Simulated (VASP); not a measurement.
Set up this calculation in VASP 6.6.1, as the native input.

```yaml
Task: single point
Functional: PBE
Potentials_or_basis: VASP PAW PBE potentials, release 64 (Si)
Cutoff: 500 eV
k_mesh: 3 × 3 × 3
Occupations: gaussian, width 0.01 eV
Spin: no spin polarisation
Dipole_correction: no
Further_INCAR_settings: ALGO = Normal; EDIFF = 1e-06; NBANDS = 11
```

The structure of Si lies in POSCAR:

```
Si
1.0
    0.0000000000      2.7860638099      2.7860638099
    2.7860638099      0.0000000000      2.7860638099
    2.7860638099      2.7860638099      0.0000000000
Si
2
Direct
    0.0000000000      0.0000000000      0.0000000000
    0.2500000000      0.2500000000      0.2500000000
```

The input as run:

INCAR

```
ALGO     = Normal         # electronic algorithm
EDIFF    = 1E-6           # SCF threshold, eV
ENCUT    = 500            # plane-wave cutoff, eV
GGA      = PE             # functional
GGA_COMPAT= False        
ISIF     = 2              # what is computed and relaxed
ISMEAR   = 0              # smearing method
LASPH    = True           # aspherical terms in the spheres
LCHARG   = False          # write CHGCAR
LREAL    = False          # projectors in reciprocal space
LWAVE    = False          # write WAVECAR
NBANDS   = 11             # bands
NELM     = 120            # most SCF steps
PREC     = Accurate       # precision mode
SIGMA    = 0.01           # smearing width, eV
```

KPOINTS

```
k-points
0
Gamma
  3 3 3
```

Potentials or basis: VASP PAW PBE potentials, release 64 (Si).

Run with:

```console
$ cat potpaw_PBE.64/Si/POTCAR > POTCAR
$ mpirun -np 1 vasp_std > vasp.out
```

It gave:

| Property | Result |
| --- | --- |
| Pressure | -2.9 GPa |
| Band gap on the k mesh | 0.80 eV, indirect (least direct gap 2.43 eV) |

Caveat: the k points lie up to 0.65 Å⁻¹ apart.

It took 2.3 s on 1 thread of Intel(R) Xeon(R) Platinum 8488C (Sapphire Rapids) (shared host), peak memory 0.15 GiB.
